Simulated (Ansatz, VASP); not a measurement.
Zr3Ag in VASP and in Ansatz

```
CELL_PARAMETERS angstrom
4.56600 0.00000 0.00000
0.00000 4.56600 0.00000
0.00000 0.00000 3.90628
ATOMIC_POSITIONS crystal
Zr 0.50000 0.50000 0.00000
Zr 0.00000 0.50000 0.50000
Zr 0.50000 0.00000 0.50000
Ag 0.00000 0.00000 0.00000
```

Change from the starting cell: zz strain of -2 %, PAW files.

Alike in both runs: task electric field gradients; functional LDA; k mesh 7 × 7 × 8; occupations fermi-dirac, width 0.05 eV; no spin polarisation.

|  | VASP | Ansatz |
| --- | --- | --- |
| version | VASP 6.6.1 | Ansatz 0.2.0 |
| potentials or method | VASP PAW LDA potentials, release 64 (Zr_sv, Ag) | PAW with Ansatz's default frozen-core files, scalar-relativistic |
| plane-wave cutoff (eV) | 520 | 420 |
| valence electrons in the cell | 47 | 55 |

Ansatz gave:

| Item | Value |
| --- | --- |
| pressure (GPa) | -3.0 |
| traceless stress, the component that is largest in VASP (GPa) | 1.06 |
| size of Vzz on the site where it differs most (V/Å²) | 37.4 |

Q: Estimate VASP's values.

A: Pressure (GPa): -2.9; traceless stress, the component that is largest in VASP (GPa): 1.03; size of Vzz on the site where it differs most (V/Å²): 44.2.

LDA's correlation is that of Perdew and Zunger in VASP and of Perdew and Wang (1992) in Ansatz. VASP's potentials hold 47 valence electrons a cell and Ansatz's 55, so a difference there can come from the potentials and not from the codes.
